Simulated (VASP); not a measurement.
PtS2, 3 atoms in the cell. The structure is trigonal, space group P-3m1 (No. 164). Conventional cell: a = 3.326 Å, b = 3.326 Å, c = 6.659 Å, α = 90.00°, β = 90.00°, γ = 120.00°. Pt (site symmetry -3m) has 6 S at 2.36 Å within 3.1 Å. Within 3.1 Å of S (site symmetry 3m) lie 3 Pt at 2.36 Å. 

| Quantity | Value |
| --- | --- |
| Program | VASP 6.6.1 |
| Task | single point |
| Functional | PBE |
| Potentials or basis | VASP PAW PBE potentials, release 64 (Pt, S) |
| Cutoff | 520 eV |
| k mesh | 9 × 9 × 4 |
| Occupations | gaussian, width 0.05 eV |
| Spin | no spin polarisation |
| Dipole correction | no |
| Further INCAR settings | ALGO = Normal; EDIFF = 1e-07; NBANDS = 18 |

Potentials or basis: VASP PAW PBE potentials, release 64 (Pt, S).

Command:

```bash
$ cat potpaw_PBE.64/Pt/POTCAR potpaw_PBE.64/S/POTCAR > POTCAR
$ mpirun -np 1 vasp_std > vasp.out
```

Hardware: 1 thread of Intel(R) Xeon(R) Platinum 8559C (Emerald Rapids), with other jobs on the host.

Estimate the wall time of this run.

Wall time 47 s on 1 thread of Intel(R) Xeon(R) Platinum 8559C (Emerald Rapids) (shared host), peak memory 0.22 GiB. Counts: scf iterations 16, k points 43.
